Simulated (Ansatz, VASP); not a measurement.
## Cs in VASP and in Ansatz

Contents of INCAR:

```
PREC = Accurate
ENCUT = 520
EDIFF = 1E-7
ISMEAR = -1
SIGMA = 0.3
LREAL = F
LASPH = T
NELM = 100
ALGO = Normal
ISIF = 2
LWAVE = F
LCHARG = T
LELF = T
LVHAR = T
NBANDS = 10
```

KPOINTS

```
Automatic mesh
0
Gamma
  8 8 8
```

Contents of POSCAR:

```
Cs
1.0
   -2.8840810378      2.8840810378      2.8840810378
    2.8840810378     -2.8840810378      2.8840810378
    2.8840810378      2.8840810378     -2.8840810378
Cs
1
Direct
    0.0000000000      0.0000000000      0.0000000000
```

Input for Ansatz:

```yaml
crystal:
  lattice:
    - [-2.8840810378, 2.8840810378, 2.8840810378]
    - [2.8840810378, -2.8840810378, 2.8840810378]
    - [2.8840810378, 2.8840810378, -2.8840810378]
  atoms:
    - { symbol: Cs, position: [0.0, 0.0, 0.0] }
hamiltonian:
  xc: lda
  pseudopotentials:
    kind: paw
    azcp:
      Cs: "pseudopotentials/Cs.paw.azcp"
basis:
  ecutwfc: 420
  fft_grid_basis: typed
kpoints:
  mp_grid: { grid: [8, 8, 8], shift: [0, 0, 0] }
magnetization:
  spin_polarized: false
scf:
  occupations: { method: fermi_dirac, width: 0.3 }
  lower_state_search: "off"
output:
  stress: true
```

Alike in both runs: task single point; functional LDA; k mesh 8 × 8 × 8; occupations fermi-dirac, width 0.3 eV; no spin polarisation.

```csv
,VASP,Ansatz
version,VASP 6.6.1,Ansatz 0.2.0
potentials or method,"VASP PAW LDA potentials, release 64 (Cs_sv), cutoff 520 eV","plane waves (420 eV) with PAW, scalar-relativistic"
valence electrons in the cell,9,9
```

```tsv
	VASP	Ansatz	Ansatz less VASP
pressure (GPa)	0.0	0.0	+0.01
```

Ansatz warns that its potentials were made for another functional, while VASP's fit it. LDA's correlation is that of Perdew and Zunger in VASP and of Perdew and Wang (1992) in Ansatz.

Neither program's run includes spin-orbit coupling.
